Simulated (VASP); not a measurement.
AgRh2:

```
Ag Rh
1.0
     4.43077    0.00000    0.00000
    -2.21538    3.83716    0.00000
     0.00000    0.00000    2.74626
Ag Rh
1 2
Direct
  0.00000 0.00000 0.00000
  0.33333 0.66667 0.50000
  0.66667 0.33333 0.50000
```

```yaml
Program: VASP 6.6.1
Task: relaxation of cell and atoms
Functional: PBE
Potentials_or_basis: VASP PAW PBE potentials, release 64 (Ag, Rh_pv)
Cutoff: 600 eV
k_mesh: 12 × 12 × 16
Occupations: gaussian, width 0.1 eV
Spin: no spin polarisation
```

At the start: pressure -0.4 GPa; volume 15.56 Å³/atom.

Problem. How do energy, volume and symmetry change on relaxing?

Solution. Over 5 steps the energy falls by 2.1 meV/atom and the volume is 15.50 Å³/atom (-0.4 %); space group P6/mmm (No. 191, to 0.1 Å) before and after.

Step by step:
| step | energy change (eV) | largest force (eV/Å) | pressure (GPa) | volume (Å³) |
| --- | --- | --- | --- | --- |
| 1 | 0.0000 | 0.0000 | -0.41 | 46.69 |
| 2 | -0.0061 | 0.0000 | 0.37 | 46.42 |
| 3 | -0.0062 | 0.0000 | 0.51 | 46.38 |
| 4 | -0.0060 | 0.0000 | -0.68 | 46.69 |
| 5 | -0.0064 | 0.0000 | 0.07 | 46.51 |

Final structure:
```
Ag Rh
1.0
     4.45322    0.00000    0.00000
    -2.22661    3.85660    0.00000
     0.00000    0.00000    2.70810
Ag Rh
1 2
Direct
  0.00000 0.00000 0.00000
  0.33333 0.66667 0.50000
  0.66667 0.33333 0.50000
```
